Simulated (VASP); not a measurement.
Runs of VASP 6.6.1 on Cu. The structure is that of space group I4/mmm (No. 139), or close to it. The cells are those of the table. 

```tsv
cell	gap on the mesh (eV)	pressure (GPa)
a = 2.465, b = 2.538 Å, angles 107.7, 106.5, 113.1°, 1 atom	none	0.9
a = 2.551, b = 2.453 Å, angles 107.7, 109.3, 113.1°, 1 atom	none	(a)
a = 2.459, b = 2.544 Å, angles 107.7, 106.3, 113.1°, 1 atom	none	1.0
a = 2.526, b = 2.477 Å, angles 107.7, 108.5, 113.1°, 1 atom	none	0.7
```

Alike in all rows: task single point; level PBE; potentials or basis VASP PAW PBE potentials, release 64 (Cu); no spin polarisation; k mesh 30 × 30 × 30; cutoff (eV) 520; smearing gaussian 0.15 eV.

**Question.** Estimate the missing entries.

**Answer.** (a) 1.1.

A gap of «none» marks levels without a gap at the run's occupations.
